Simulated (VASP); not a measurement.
Write the native input for VASP 6.6.1 that does the following.

```
Task                   : single point
Functional             : PBE
Potentials or basis    : VASP PAW PBE potentials, release 64 (Br, K_sv)
Cutoff                 : 520 eV
k mesh                 : 7 × 7 × 7
Occupations            : gaussian, width 0.014 eV
Spin                   : no spin polarisation
Dipole correction      : no
Further INCAR settings : ALGO = Normal; EDIFF = 1e-06; NBANDS = 15
```

The structure of KBr lies in POSCAR:

```
KBr
1.0
    0.0000000000      3.3000000000      3.3000000000
    3.3000000000      0.0000000000      3.3000000000
    3.3000000000      3.3000000000      0.0000000000
Br K
1 1
Direct
    0.5000000000      0.5000000000      0.5000000000
    0.0000000000      0.0000000000      0.0000000000
```

These files were run (other wordings do the same):

INCAR

```
  ALGO = Normal
  EDIFF = 1E-6
  ENCUT = 520
  GGA = PE
  ISIF = 2
  ISMEAR = 0
  LASPH = True
  LCHARG = False
  LREAL = False
  LWAVE = False
  NBANDS = 15
  NELM = 100
  PREC = Accurate
  SIGMA = 0.014
```

KPOINTS

```
k-points
0
Gamma
  7 7 7
```

Potentials or basis: VASP PAW PBE potentials, release 64 (Br, K_sv).

Command:

```sh
$ cat potpaw_PBE.64/Br/POTCAR potpaw_PBE.64/K_sv/POTCAR > POTCAR
$ mpirun -np 1 vasp_std > vasp.out
```

It gave:

```json
{"Pressure": "0.8 GPa", "Band gap on the k mesh": "4.43 eV, direct"}
```

Run time: 21 s on 1 thread of Intel(R) Xeon(R) Platinum 8488C (Sapphire Rapids), with other jobs on the host, peak memory 0.21 GiB.
